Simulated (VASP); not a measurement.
Here is a VASP 6.6.1 calculation.

The input INCAR:

```
  PREC = Accurate
  ENCUT = 520
  EDIFF = 1E-7
  ISMEAR = 0
  SIGMA = 0.1
  LREAL = False
  LASPH = True
  NELM = 80
  ALGO = Normal
  ISIF = 2
  LWAVE = False
  LCHARG = False
  GGA = PE
  NBANDS = 18
```

File KPOINTS:

```
regular mesh
0
Gamma
  6 6 4
```

POSCAR

```
TiAl3
1.0
    1.8670237000     -3.1707657900      0.0000000000
    1.8670237000      3.1707657900      0.0000000000
    0.0000000000      0.0000000000      4.9768161000
Ti Al
1 3
Direct
    0.0000000000      0.0000000000      0.5000000000
    0.5000000000      0.5000000000      0.6845539500
    0.5000000000      0.5000000000      0.3154460500
    0.5000000000      0.5000000000      0.0000000000
```

Potentials or basis: VASP PAW PBE potentials, release 64 (Ti_sv, Al).

The run is started by

```console
$ cat potpaw_PBE.64/Ti_sv/POTCAR potpaw_PBE.64/Al/POTCAR > POTCAR
$ mpirun -np 1 vasp_std > vasp.out
```

Task: Estimate the largest force.

Result: 11.979 eV/Å.

Task: Estimate the pressure.

Result: 136.5 GPa.

Forces in eV/Å, atoms in the order of the input:
```
Ti    0.000   0.000   0.000
Al    0.000   0.000 -11.979
Al    0.000   0.000  11.979
Al    0.000   0.000   0.000
```

Caveat: forces of over 1 eV/Å act on the atoms, so gaps and moduli don't describe the material at rest.
